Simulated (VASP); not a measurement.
Write the native input for VASP 6.6.1 that does the following.

```
Task                   : single point
Functional             : PBEsol
Potentials or basis    : VASP PAW PBE potentials, release 64 (Sr_sv, O)
Cutoff                 : 520 eV
k mesh                 : 8 × 8 × 8
Occupations            : gaussian, width 0.05 eV
Spin                   : no spin polarisation
Dipole correction      : no
Further INCAR settings : ALGO = Normal; EDIFF = 1e-06; NBANDS = 15
```

The structure of SrO lies in POSCAR:

```
SrO
1.0
    0.0321225000      2.5698000000      2.5698000000
    2.6019225000      0.0000000000      2.6019225000
    2.5698000000      2.5698000000      0.0321225000
Sr O
1 1
Direct
    0.0000000000      0.0000000000      0.0000000000
    0.5000000000      0.5000000000      0.5000000000
```

This cell differs from its parent crystal: strain +0.0250 x Voigt [0, 0, 0, 0, 1, 0].

The input as run:

INCAR

```
  PREC = Accurate
  ENCUT = 520
  EDIFF = 1E-6
  ISMEAR = 0
  SIGMA = 0.05
  LREAL = F
  LASPH = T
  NELM = 80
  ALGO = Normal
  ISIF = 2
  LWAVE = F
  LCHARG = F
  GGA = PS
  NBANDS = 15
```

KPOINTS

```
Automatic mesh
0
Gamma
  8 8 8
```

Potentials or basis: VASP PAW PBE potentials, release 64 (Sr_sv, O).

Run with:

```bash
$ cat potpaw_PBE.64/Sr_sv/POTCAR potpaw_PBE.64/O/POTCAR > POTCAR
$ mpirun -np 1 vasp_std > vasp.out
```

Results of the run:

| Item | Value |
| --- | --- |
| Pressure | -0.3 GPa |
| Band gap on the k mesh | 3.12 eV, indirect (least direct gap 3.21 eV) |

Caveat: the cell differs from its parent crystal (strain +0.0250 x Voigt [0, 0, 0, 0, 1, 0]); the PAW data sets were made with another functional, which shifts forces and pressure a little.

Run time: 37 s on 1 thread of Intel(R) Xeon(R) Platinum 8259CL CPU @ 2.50GHz (Skylake/Cascade Lake) (shared host), peak memory 0.19 GiB.
